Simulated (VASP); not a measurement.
Here is a VASP 6.6.1 calculation.

INCAR

```
SYSTEM = Si2W
ALGO = Normal
EDIFF = 1E-6
ENCUT = 500
GGA = PE
GGA_COMPAT = .FALSE.
ISIF = 2
ISMEAR = -1
LASPH = .TRUE.
LCHARG = .FALSE.
LREAL = .FALSE.
LWAVE = .FALSE.
NBANDS = 18
NELM = 120
PREC = Accurate
SIGMA = 0.15
```

The input KPOINTS:

```
k-points
0
G
  18 18 18
  0 0 0
```

File POSCAR:

```
Si2W
1.0
   -1.6144837995      1.6144837995      3.9371532286
    1.6144837995     -1.6144837995      3.9371532286
    1.6144837995      1.6144837995     -3.9371532286
Si W
2 1
Direct
    0.3344355725      0.3344355725      0.0000000000
    0.6655644275      0.6655644275      0.0000000000
    0.0000000000      0.0000000000      0.0000000000
```

Potentials or basis: VASP PAW PBE potentials, release 64 (Si, W_sv).

Run with:

```bash
$ cat potpaw_PBE.64/Si/POTCAR potpaw_PBE.64/W_sv/POTCAR > POTCAR
$ mpirun -np 1 vasp_std > vasp.out
```

**Question.** Predict the pressure.

**Answer.** 0.0 GPa.

**Question.** Estimate the band gap on the k mesh.

**Answer.** Zero (bands 11 and 12 overlap by 1.26 eV).

Stress tensor (GPa, compression positive):
```
 0.03  0.00  0.00
 0.00  0.03  0.00
 0.00  0.00 -0.06
```

Caveat: spin-orbit coupling is left out, which moves the levels of the heavy elements.
